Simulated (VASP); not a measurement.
Set up this calculation in VASP 6.6.1, as the native input.

- Task: single point
- Functional: PBEsol
- Potentials or basis: VASP PAW PBE potentials, release 64 (Sn_d, Se)
- Cutoff: 520 eV
- k mesh: 10 × 10 × 10
- Occupations: gaussian, width 0.1 eV
- Spin: no spin polarisation
- Dipole correction: no
- Further INCAR settings: ALGO = Normal; EDIFF = 1e-06; NBANDS = 32

The structure of Sn3Se lies in POSCAR:

```
Sn3Se
1.0
    4.8174645513      0.0000000000      0.0000000000
    0.0000000000      4.8174645513      0.0000000000
    0.0000000000      0.0000000000      4.8174645513
Sn Se
3 1
Direct
    0.0000000000      0.5000000000      0.5000000000
    0.5000000000      0.0000000000      0.5000000000
    0.5000000000      0.5000000000      0.0000000000
    0.0000000000      0.0000000000      0.0000000000
```

This cell differs from its parent crystal: strained.

These files were run (other wordings do the same):

INCAR

```
SYSTEM = Sn3Se
PREC = Accurate ; ENCUT = 520
EDIFF = 1E-6 ; ISMEAR = 0
SIGMA = 0.1 ; LREAL = .FALSE.
LASPH = .TRUE. ; NELM = 100
ALGO = Normal ; ISIF = 2
LWAVE = .FALSE. ; LCHARG = .TRUE.
GGA = PS ; LELF = .TRUE.
LVHAR = .TRUE. ; NBANDS = 32
```

KPOINTS

```
regular mesh
0
G
  10 10 10
  0 0 0
```

Potentials or basis: VASP PAW PBE potentials, release 64 (Sn_d, Se).

Run with:

```console
$ cat potpaw_PBE.64/Sn_d/POTCAR potpaw_PBE.64/Se/POTCAR > POTCAR
$ mpirun -np 1 vasp_std > vasp.out
```

Results of the run:

```
Pressure               : -4.5 GPa
Band gap on the k mesh : zero (bands 24 and 25 overlap by 2.37 eV)
```

Caveat: the cell differs from its parent crystal (strained); the cell stands under tension; the PAW data sets were made with another functional, which shifts forces and pressure a little; spin-orbit coupling is left out, which moves the levels of the heavy elements.

Wall time 71 s on 1 thread of Intel(R) Xeon(R) 6975P-C (Granite Rapids), with other jobs on the host, peak memory 0.3 GiB.
